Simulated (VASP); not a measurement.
# MoS2 (P6_3/mmc) in VASP: a series of runs, part 2 of 2

VASP 6.6.1.

### Step 4. Single point, PBEsol (19.63 Å³/atom)

This run uses another cell than the first one, of 19.63 Å³/atom.

Input file INCAR:

```
SYSTEM = MoS2
PREC     = Accurate       ! precision mode
ENCUT    = 520            ! plane-wave cutoff, eV
EDIFF    = 1E-7           ! SCF threshold, eV
ISMEAR   = 1              ! smearing method
SIGMA    = 0.2            ! smearing width, eV
LREAL    = .FALSE.        ! projectors in reciprocal space
LASPH    = .TRUE.         ! aspherical terms in the spheres
NELM     = 60             ! most SCF steps
ALGO     = Normal         ! electronic algorithm
ISIF     = 2              ! what is computed and relaxed
LWAVE    = .FALSE.        ! write WAVECAR
LCHARG   = .FALSE.        ! write CHGCAR
GGA      = PS             ! functional
NBANDS   = 35             ! bands
```

Input file KPOINTS:

```
regular mesh
0
G
  12 12 4
  0 0 0
```

Input file POSCAR:

```
MoS2
1.0
    3.4417200267      0.0000000000      0.0000000000
   -1.7208600134      2.9806169758      0.0000000000
    0.0000000000      0.0000000000     11.4795129770
Mo S
2 4
Direct
    0.3333333333      0.6666666667      0.2500000000
    0.6666666667      0.3333333333      0.7500000000
    0.3333333333      0.6666666667      0.6259932117
    0.6666666667      0.3333333333      0.1259932117
    0.3333333333      0.6666666667      0.8740067883
    0.6666666667      0.3333333333      0.3740067883
```

Potentials or basis: VASP PAW PBE potentials, release 64 (Mo_sv, S).

Started as:

```sh
$ cat potpaw_PBE.64/Mo_sv/POTCAR potpaw_PBE.64/S/POTCAR > POTCAR
$ mpirun -np 1 vasp_std > vasp.out
```

OUTCAR:

```text
SYSTEM = MoS2
   PREC = Accurate
   ENCUT = 520
   EDIFF = 1E-7
   ISMEAR = 1
   LREAL = .FALSE.
   LASPH = .TRUE.
   NELM = 60
   ISIF = 2
   GGA = PS

 ion  position               nearest neighbor table
   1  0.333  0.667  0.250-   4 2.44   6 2.44   4 2.44   6 2.44   4 2.44   6 2.44
   2  0.667  0.333  0.750-   3 2.44   5 2.44   3 2.44   5 2.44   3 2.44   5 2.44
   3  0.333  0.667  0.626-   2 2.44   2 2.44   2 2.44
   4  0.667  0.333  0.126-   1 2.44   1 2.44   1 2.44
   5  0.333  0.667  0.874-   2 2.44   2 2.44   2 2.44
   6  0.667  0.333  0.374-   1 2.44   1 2.44   1 2.44

[... 1121 lines left out ...]
  -------------------------------------------------------------------------------------
  Total      -12.8609870    -12.8609870      4.5749192      0.0000000      0.0000000      0.0000000
  in kB     -174.9764934   -174.9764934     62.2427591      0.0000000      0.0000000      0.0000000
  external PRESSURE =     -95.9034092 kB  Pullay stress =       0.0000000 kB

 VOLUME and BASIS-vectors are now :
 -----------------------------------------------------------------------------
  energy-cutoff  :      520.00
  volume of cell :      117.76
      direct lattice vectors                 reciprocal lattice vectors
     3.441720027  0.000000000  0.000000000     0.290552396  0.167750504  0.000000000
    -1.720860013  2.980616976  0.000000000     0.000000000  0.335501008  0.000000000
     0.000000000  0.000000000 11.479512977     0.000000000  0.000000000  0.087111710

 POSITION                                       TOTAL-FORCE (eV/Angst)
 -----------------------------------------------------------------------------------
     -0.00000      1.98708      2.86988         0.000000      0.000000      0.000000
      1.72086      0.99354      8.60963         0.000000     -0.000000      0.000000
     -0.00000      1.98708      7.18610         0.000000      0.000000     -0.623645
      1.72086      0.99354      1.44634        -0.000000     -0.000000     -0.623645
     -0.00000      1.98708     10.03317         0.000000      0.000000      0.623645
      1.72086      0.99354      4.29342        -0.000000     -0.000000      0.623645
 -----------------------------------------------------------------------------------
    total drift:                                0.000000     -0.000000      0.000000

  FREE ENERGIE OF THE ION-ELECTRON SYSTEM (eV)
  ---------------------------------------------------
  free  energy   TOTEN  =       -45.4216462952 eV

  energy  without entropy=      -45.4165226385  energy(sigma->0) =      -45.41993841
```

Wall time 3.4 min (1 thread of AMD EPYC 7R13 (Zen 3), shared host); peak memory 0.32 GiB.

What came out:

```
Free energy            : -45.4216 eV
Pressure               : -9.6 GPa
Largest force          : 0.624 eV/Å
Band gap on the k mesh : zero (bands 26 and 27 overlap by 0.62 eV)
```

Forces on the atoms (eV/Å):
```
Mo   0.000  0.000  0.000
Mo   0.000  0.000  0.000
S    0.000  0.000 -0.624
S    0.000  0.000 -0.624
S    0.000  0.000  0.624
S    0.000  0.000  0.624
```

Levels at points of the mesh, in eV from the Fermi level:
```csv
k point,band 23,band 24,band 25,band 26,band 27,band 28,band 29,band 30
"(0.00, 0.00, 0.00)",-2.63,-0.21,-0.09,0.41,1.46,1.46,1.47,1.47
"(0.50, 0.00, 0.00)",-2.03,-1.67,-1.52,-1.09,0.59,0.69,0.89,0.93
"(0.00, 0.00, 0.50)",-1.54,-1.54,0.36,0.36,1.46,1.46,1.46,1.46
"(0.50, 0.00, 0.50)",-1.95,-1.95,-1.21,-1.21,0.64,0.64,0.91,0.91
```

Caveat: the stress differs along the axes, from -17 to 6 GPa; the PAW data sets were made with another functional, which shifts forces and pressure a little; this functional lacks dispersion, which binds layers or chains, so the pressure and a relaxed spacing across them are unreliable.

### Step 5. Overview

```csv
cell,smearing,gap on the mesh (eV),pressure (GPa),largest force (eV/Å)
"a = 3.003, b = 3.003, c = 14.415 Å, angles 90.0, 90.0, 120.0°, 6 atoms",methfessel-paxton 0.11 eV,0.76,-7.1,2.75
"a = 3.375, b = 3.375, c = 11.675 Å, angles 90.0, 90.0, 120.0°, 6 atoms",methfessel-paxton 0.2 eV,none,-7.6,0.63
"a = 3.442, b = 3.442, c = 11.480 Å, angles 90.0, 90.0, 120.0°, 6 atoms",methfessel-paxton 0.2 eV,none,-9.6,0.62
```

Alike in all rows: task single point; level PBEsol; potentials or basis VASP PAW PBE potentials, release 64 (Mo_sv, S); no spin polarisation; k mesh 12 × 12 × 4; cutoff (eV) 520.

Caveats: the PAW data sets were made with another functional, which shifts forces and pressure a little; this functional lacks dispersion, which binds layers or chains, so the pressure and a relaxed spacing across them are unreliable; the stress differs along the axes, from -29 to 4 GPa (at least some runs); the stress differs along the axes, from -14 to 6 GPa (at least some runs); the stress differs along the axes, from -17 to 6 GPa (at least some runs).

Absolute energies hang on the potentials; compare differences alone.
